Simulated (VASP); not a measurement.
# Si3F4 (P6/mmm) in VASP: a series of runs

Runs on Si3F4. Level: PBE. Tasks: single point.

All numbers are computed with VASP 6.6.1; they aren't measurements. Logs are shortened: lines on timing, memory, paths and dates and some standing lists are left out, and cuts for length are marked.

### 1 The cell of the first run

It takes space group P6/mmm (No. 191, hexagonal). Conventional cell: a = 5.342 Å, b = 5.342 Å, c = 3.832 Å, α = 90.00°, β = 90.00°, γ = 120.00°. Si (site symmetry mmm) has 2 F at 1.92 Å within 2.5 Å. F (site symmetry 6/mmm) has 6 Si at 2.67 Å and 12 F at 3.29 Å within 3.5 Å. Within 2.5 Å of F (site symmetry mmm) lie 2 Si at 1.92 Å.

### 2 Single point, PBE

Contents of INCAR:

```
PREC = Accurate
ENCUT = 520
EDIFF = 1E-7
ISMEAR = 0
SIGMA = 0.1
LREAL = False
LASPH = True
NELM = 100
ALGO = Normal
ISIF = 2
LWAVE = False
LCHARG = True
GGA = PE
LELF = True
LVHAR = True
NBANDS = 29
```

Contents of KPOINTS:

```
regular mesh
0
Gamma
  6 6 4
```

Contents of POSCAR:

```
Si3F4
1.0
    5.3423062196      0.0000000000      0.0000000000
   -2.6711531098      4.6265729009      0.0000000000
    0.0000000000      0.0000000000      3.8321944032
Si F
3 4
Direct
    0.5000000000      0.0000000000      0.5000000000
    0.0000000000      0.5000000000      0.5000000000
    0.5000000000      0.5000000000      0.5000000000
    0.0000000000      0.0000000000      0.5000000000
    0.5000000000      0.0000000000      0.0000000000
    0.0000000000      0.5000000000      0.0000000000
    0.5000000000      0.5000000000      0.0000000000
```

Potentials or basis: VASP PAW PBE potentials, release 64 (Si, F).

Run with:

```
$ cat potpaw_PBE.64/Si/POTCAR potpaw_PBE.64/F/POTCAR > POTCAR
$ mpirun -np 1 vasp_std > vasp.out
```

OUTCAR:

```text
PREC = Accurate
   ENCUT = 520
   EDIFF = 1E-7
   ISMEAR = 0
   LREAL = False
   LASPH = True
   NELM = 100
   ISIF = 2
   GGA = PE

 ion  position               nearest neighbor table
   1  0.500  0.000  0.500-   5 1.92   5 1.92   2 2.67   3 2.67   3 2.67   2 2.67
   2  0.000  0.500  0.500-   6 1.92   6 1.92   1 2.67   1 2.67   3 2.67   3 2.67
   3  0.500  0.500  0.500-   7 1.92   7 1.92   1 2.67   1 2.67   2 2.67   2 2.67
   4  0.000  0.000  0.500-
   5  0.500  0.000  0.000-   1 1.92   1 1.92
   6  0.000  0.500  0.000-   2 1.92   2 1.92
   7  0.500  0.500  0.000-   3 1.92   3 1.92

  LATTYP: Found a hexagonal cell.
 ALAT       =     5.3423062196
 C/A-ratio  =     0.7173296037

  Lattice vectors:

 A1 = (   5.3423062196,   0.0000000000,   0.0000000000)
 A2 = (  -2.6711531098,   4.6265729009,   0.0000000000)
 A3 = (   0.0000000000,   0.0000000000,   3.8321944032)

Analysis of symmetry for initial positions (statically):
=====================================================================
 Subroutine PRICEL returns:
 Original cell was already a primitive cell.

 Routine SETGRP: Setting up the symmetry group for a
 hexagonal supercell.

 Subroutine GETGRP returns: Found 24 space group operations
 (whereof 24 operations were pure point group operations)
 out of a pool of 24 trial point group operations.

The static configuration has the point symmetry D_6h.

Analysis of symmetry for dynamics (positions and initial velocities):
=====================================================================
 Subroutine PRICEL returns:
 Original cell was already a primitive cell.

 Routine SETGRP: Setting up the symmetry group for a
 hexagonal supercell.

 Subroutine GETGRP returns: Found 24 space group operations
 (whereof 24 operations were pure point group operations)
 out of a pool of 24 trial point group operations.

The dynamic configuration has the point symmetry D_6h.

 Subroutine INISYM returns: Found 24 space group operations
 (whereof 24 operations are pure point group operations),
 and found     1 'primitive' translations

----------------------------------------------------------------------------------------

                                     Primitive cell

  volume of cell :      94.7187

  direct lattice vectors                    reciprocal lattice vectors
     5.342306220  0.000000000  0.000000000     0.187185077  0.108071354  0.000000000
    -2.671153110  4.626572901  0.000000000     0.000000000  0.216142709  0.000000000
     0.000000000  0.000000000  3.832194403     0.000000000  0.000000000  0.260947096

  length of vectors
     5.342306220  5.342306220  3.832194403     0.216142709  0.216142709  0.260947096

  position of ions in fractional coordinates (direct lattice)
     0.500000000  0.000000000  0.500000000
     0.000000000  0.500000000  0.500000000
     0.500000000  0.500000000  0.500000000
     0.000000000  0.000000000  0.500000000
     0.500000000  0.000000000  0.000000000
     0.000000000  0.500000000  0.000000000
     0.500000000  0.500000000  0.000000000

  ion indices of the primitive-cell ions
   primitive index   ion index
                 1           1
                 2           2
                 3           3
                 4           4
                 5           5
                 6           6
                 7           7

----------------------------------------------------------------------------------------

 KPOINTS: regular mesh

Automatic generation of k-mesh.
 Grid dimensions read from file:
 generate k-points for:    6    6    4

 Generating k-lattice:

  Cartesian coordinates                     Fractional coordinates (reciprocal lattice)
     0.031197513  0.018011892  0.000000000     0.166666667  0.000000000  0.000000000
     0.000000000  0.036023785  0.000000000     0.000000000  0.166666667  0.000000000
     0.000000000  0.000000000  0.065236774     0.000000000  0.000000000  0.250000000

  Length of vectors
     0.036023785  0.036023785  0.065236774

  Shift w.r.t. Gamma in fractional coordinates (k-lattice)
     0.000000000  0.000000000  0.000000000

 Subroutine IBZKPT returns following result:
 ===========================================

 Found     21 irreducible k-points:

 Following reciprocal coordinates:
            Coordinates               Weight
  0.000000  0.000000  0.000000      1.000000
  0.166667  0.000000  0.000000      6.000000
  0.333333  0.000000  0.000000      6.000000
  0.500000  0.000000  0.000000      3.000000
  0.166667  0.166667  0.000000      6.000000
  0.333333  0.166667  0.000000     12.000000
[... 13 lines left out ...]
  0.333333  0.166667  0.500000     12.000000
  0.333333  0.333333  0.500000      2.000000
   k-points           NKPTS =     21   k-points in BZ     NKDIM =     21   number of bands    NBANDS=     29
   number of dos      NEDOS =    301   number of ions     NIONS =      7
   total plane-waves  NPLWV =  48000
   dimension x,y,z NGX =    40 NGY =   40 NGZ =   30
   dimension x,y,z NGXF=    80 NGYF=   80 NGZF=   60
   ions per type =               3   4
   NGX,Y,Z   is equivalent  to a cutoff of  12.45, 12.45, 13.01 a.u.
   NGXF,Y,Z  is equivalent  to a cutoff of  24.90, 24.90, 26.03 a.u.
 SYSTEM =  unknown system
   PREC   = accura    normal or accurate (medium, high low for compatibility)
   ISTART =      0    job   : 0-new  1-cont  2-samecut
   ICHARG =      2    charge: 1-file 2-atom 10-const
   ISPIN  =      1    spin polarized calculation?
   LNONCOLLINEAR =      F non collinear calculations
   LSORBIT =      F    spin-orbit coupling
   LASPH  =      T    aspherical Exc in radial PAW
   ENCUT  =  520.0 eV  38.22 Ry    6.18 a.u.   9.93  9.93  7.13*2*pi/ulx,y,z
   NELM   =    100;   NELMIN=  2; NELMDL= -5     # of ELM steps
   EDIFF  = 0.1E-06   stopping-criterion for ELM
   LREAL  =      F    real-space projection
   EDIFFG = 0.1E-05   stopping-criterion for IOM
   NSW    =      0    number of steps for IOM
   IBRION =     -1    ionic relax: 0-MD 1-quasi-New 2-CG
   NFREE  =      0    steps in history (QN), initial steepest desc. (CG)
   ISIF   =      2    stress and relaxation
   ISYM   =      2    0-nonsym 1-usesym 2-fastsym
   POTIM  = 0.5000    time-step for ionic-motion
   TEBEG  =    0.0;   TEEND  =   0.0 temperature during run
   PSTRESS=    0.0 pullay stress
   NELECT =      40.0000    total number of electrons
   NUPDOWN=      -1.0000    fix difference up-down
   EMIN   =  10.00;   EMAX   =-10.00  energy-range for DOS
   EFERMI =   0.00;   METHOD = LEGACY
   ISMEAR =     0;   SIGMA  =   0.10  broadening in eV -4-tet -1-fermi 0-gaus
   EFERMI_NEDOS =   21; number of points for ismear=-14 and -15
   IALGO  =     38    algorithm
   IMIX   =      4    mixing-type and parameters
     AMIX     =   0.40;   BMIX     =  1.00
     AMIX_MAG =   1.60;   BMIX_MAG =  1.00
  volume/ion in A,a.u.               =      13.53        91.31
  Fermi-wavevector in a.u.,A,eV,Ry     =   1.228239  2.321035 20.525359  1.508571
  Thomas-Fermi vector in A             =   2.363172
   LORBIT       =      0    0 simple, 1 ext, 2 COOP (PROOUT), +10 PAW based schemes
   GGA     = PE    functional components
   LHFCALC =     F    Hartree Fock is set to
   AEXX    =    0.0000 exact exchange contribution
   IVDW    =     0    specifies the selected vdW correction
   LEPSILON=     F    determine dielectric tensor
   LRPA    =     F    only Hartree local field effects (RPA)
 non-spin polarized calculation
 Gauss-broadening in eV      SIGMA  =   0.10
  energy-cutoff  :      520.00
  volume of cell :       94.72
 maximum number of plane-waves:      2586
 NGX is ok and might be reduce to    40
   NGX = 19   NGY = 19   NGZ = 15

 number of electron      40.0000029 magnetization

 Free energy of the ion-electron system (eV)
  ---------------------------------------------------
  ext. energy  EPLUGINS =         0.00000000
  ---------------------------------------------------
  free energy    TOTEN  =       -32.70401136 eV

  energy without entropy =      -32.69567247  energy(sigma->0) =      -32.69984192

 E-fermi :   4.6194     XC(G=0):  -9.7582

 val. band max:        4.6010658717   @ k =   0.1667   0.1667   0.5000
 cond. band min:       4.6894916152   @ k =   0.1667   0.1667   0.5000
 fundamental gap:      0.0884257435
 Fermi energy:         4.6193829537

 k-point     1 :       0.0000    0.0000    0.0000
  band No.  band energies     occupation
      1     -20.9096      2.00000
      2     -20.4001      2.00000
      3     -20.4001      2.00000
      4     -17.6366      2.00000
      5      -4.8320      2.00000
      6      -4.3549      2.00000
[... 21 lines left out ...]
     28      13.0015      0.00000
     29      13.6847      0.00000

 k-point     2 :       0.1667    0.0000    0.0000
  band No.  band energies     occupation
      1     -20.8806      2.00000
      2     -20.4318      2.00000
      3     -20.4008      2.00000
      4     -17.6374      2.00000
      5      -4.7845      2.00000
      6      -4.3260      2.00000
[... 21 lines left out ...]
     28      12.8776      0.00000
     29      12.9865      0.00000

 k-point     3 :       0.3333    0.0000    0.0000
  band No.  band energies     occupation
      1     -20.8045      2.00000
      2     -20.5128      2.00000
      3     -20.4018      2.00000
      4     -17.6386      2.00000
      5      -4.6593      2.00000
      6      -4.2395      2.00000
[... 21 lines left out ...]
     28      12.7814      0.00000
     29      12.9637      0.00000

 k-point     4 :       0.5000    0.0000    0.0000
  band No.  band energies     occupation
      1     -20.7421      2.00000
      2     -20.5777      2.00000
      3     -20.4022      2.00000
      4     -17.6393      2.00000
      5      -4.5547      2.00000
      6      -4.2884      2.00000
[... 21 lines left out ...]
     28      12.9548      0.00000
     29      13.1408      0.00000

 k-point     5 :       0.1667    0.1667    0.0000
  band No.  band energies     occupation
      1     -20.8271      2.00000
      2     -20.4884      2.00000
      3     -20.4019      2.00000
      4     -17.6383      2.00000
      5      -4.6967      2.00000
      6      -4.2579      2.00000
[... 21 lines left out ...]
     28      12.2884      0.00000
     29      12.6590      0.00000
[... 414 lines left out ...]
     28      12.8078      0.00000
     29      12.8955      0.00000

 k-point    19 :       0.1667    0.1667    0.5000
  band No.  band energies     occupation
      1     -20.7373      2.00000
      2     -20.4235      2.00000
      3     -20.3423      2.00000
      4     -17.6330      2.00000
      5      -7.2977      2.00000
      6      -5.7556      2.00000
[... 21 lines left out ...]
     28      11.8988      0.00000
     29      13.4233      0.00000

 k-point    20 :       0.3333    0.1667    0.5000
  band No.  band energies     occupation
      1     -20.6603      2.00000
      2     -20.5042      2.00000
      3     -20.3433      2.00000
      4     -17.6304      2.00000
      5      -7.0220      2.00000
      6      -6.2324      2.00000
[... 21 lines left out ...]
     28      11.4317      0.00000
     29      13.3271      0.00000

 k-point    21 :       0.3333    0.3333    0.5000
  band No.  band energies     occupation
      1     -20.5828      2.00000
      2     -20.5828      2.00000
      3     -20.3437      2.00000
      4     -17.6295      2.00000
      5      -6.6692      2.00000
      6      -6.6692      2.00000
[... 21 lines left out ...]
     28      10.0304      0.00000
     29      13.9959      0.00000

------------------------ aborting loop because EDIFF is reached ----------------------------------------

  FORCE on cell =-STRESS in cart. coord.  units (eV):
  Direction    XX          YY          ZZ          XY          YZ          ZX
  --------------------------------------------------------------------------------------
  -------------------------------------------------------------------------------------
  Total       -0.1805429     -0.1805429      0.1587311      0.0000000     -0.0000000     -0.0000000
  in kB       -3.0539029     -3.0539029      2.6849539      0.0000000     -0.0000000     -0.0000000
  external PRESSURE =      -1.1409506 kB  Pullay stress =       0.0000000 kB

 VOLUME and BASIS-vectors are now :
 -----------------------------------------------------------------------------
  energy-cutoff  :      520.00
  volume of cell :       94.72
      direct lattice vectors                 reciprocal lattice vectors
     5.342306220  0.000000000  0.000000000     0.187185077  0.108071354  0.000000000
    -2.671153110  4.626572901  0.000000000     0.000000000  0.216142709  0.000000000
     0.000000000  0.000000000  3.832194403     0.000000000  0.000000000  0.260947096

 POSITION                                       TOTAL-FORCE (eV/Angst)
 -----------------------------------------------------------------------------------
      2.67115      0.00000      1.91610        -0.000000      0.000000      0.000000
     -1.33558      2.31329      1.91610        -0.000000      0.000000      0.000000
      1.33558      2.31329      1.91610         0.000000      0.000000      0.000000
      0.00000      0.00000      1.91610        -0.000000      0.000000      0.000000
      2.67115      0.00000      0.00000        -0.000000      0.000000      0.000000
     -1.33558      2.31329      0.00000        -0.000000      0.000000      0.000000
      1.33558      2.31329      0.00000         0.000000      0.000000      0.000000
 -----------------------------------------------------------------------------------
    total drift:                               -0.000000      0.000000     -0.000000

  FREE ENERGIE OF THE ION-ELECTRON SYSTEM (eV)
  ---------------------------------------------------
  free  energy   TOTEN  =       -32.7040113608 eV

  energy  without entropy=      -32.6956724714  energy(sigma->0) =      -32.69984192
```

Wall time 25 s (1 thread of Intel Xeon 6975P-C (Granite Rapids), shared host); peak memory 0.22 GiB.

What came out:

```yaml
Free_energy: -32.7040 eV
Pressure: -0.1 GPa
Band_gap_on_the_k_mesh: zero (band 20 reaches 5.29 eV, above the bottom of band 21 at 4.54 eV)
```

Stress tensor (GPa, compression positive):
```
-0.31  0.00  0.00
 0.00 -0.31  0.00
 0.00  0.00  0.27
```

Levels at points of the mesh, in eV from the Fermi level:
| k point | band 16 | band 17 | band 18 | band 19 | band 20 | band 21 | band 22 | band 23 | band 24 | band 25 |
| --- | --- | --- | --- | --- | --- | --- | --- | --- | --- | --- |
| (0.00, 0.00, 0.00) | -4.40 | -3.41 | -3.41 | -3.30 | -2.91 | 1.10 | 1.10 | 5.15 | 5.90 | 6.05 |
| (0.50, 0.00, 0.00) | -4.83 | -3.52 | -3.34 | -2.18 | -1.19 | 1.92 | 2.30 | 3.75 | 4.01 | 5.91 |
| (0.00, 0.00, 0.50) | -4.80 | -4.30 | -3.70 | -0.46 | -0.46 | 0.29 | 0.29 | 1.59 | 5.84 | 5.84 |
| (0.50, 0.00, 0.50) | -4.41 | -3.49 | -3.16 | -2.13 | -0.38 | 1.17 | 2.23 | 2.45 | 3.75 | 4.17 |

Caveat: the k points lie up to 0.41 Å⁻¹ apart.

### 3 Single point, PBE

This run uses another cell than the first one, of 14.38 Å³/atom, 1.063 times its volume.

Contents of INCAR:

```
SYSTEM = Si3F4
PREC = Accurate
ENCUT = 520
EDIFF = 1E-6
ISMEAR = 0
SIGMA = 0.1
LREAL = .FALSE.
LASPH = .TRUE.
NELM = 100
ALGO = Normal
ISIF = 2
LWAVE = .FALSE.
LCHARG = .FALSE.
GGA = PE
NBANDS = 29
```

Contents of KPOINTS:

```
Automatic mesh
0
G
  6 6 4
  0 0 0
```

Changes to POSCAR since step 2:

```diff
@@ -2,5 +2,5 @@
 1.0
-    5.3423062196      0.0000000000      0.0000000000
-   -2.6711531098      4.6265729009      0.0000000000
-    0.0000000000      0.0000000000      3.8321944032
+    5.2785567000      0.0000000000      0.0000000000
+   -2.6392783500      4.5713642000      0.0000000000
+    0.0000000000      0.0000000000      4.1717578600
 Si F
```

Potentials or basis: VASP PAW PBE potentials, release 64 (Si, F).

Run with:

```
$ cat potpaw_PBE.64/Si/POTCAR potpaw_PBE.64/F/POTCAR > POTCAR
$ mpirun -np 1 vasp_std > vasp.out
```

Run time: 23 s. Hardware: 1 thread of Intel Xeon 6975P-C (Granite Rapids), shared host; peak memory 0.22 GiB.

Results (log left out):

```
Free energy            : -31.9733 eV
Pressure               : -6.8 GPa
Band gap on the k mesh : zero (band 20 reaches 4.08 eV, above the bottom of band 21 at 3.44 eV)
```

Stress tensor (GPa, compression positive):
```
  2.61   0.00   0.00
  0.00   2.61   0.00
  0.00   0.00 -25.66
```

Levels at points of the mesh, in eV from the Fermi level:
| k point | band 18 | band 19 | band 20 | band 21 | band 22 | band 23 |
| --- | --- | --- | --- | --- | --- | --- |
| (0.00, 0.00, 0.00) | -2.99 | -2.97 | -2.97 | 1.09 | 1.09 | 4.68 |
| (0.50, 0.00, 0.00) | -3.04 | -2.25 | -1.29 | 1.94 | 2.34 | 3.79 |
| (0.00, 0.00, 0.50) | -2.96 | -0.71 | -0.71 | 0.52 | 0.52 | 0.90 |
| (0.50, 0.00, 0.50) | -3.02 | -2.00 | -0.49 | 1.42 | 1.73 | 2.34 |

Caveat: the k points lie up to 0.38 Å⁻¹ apart.
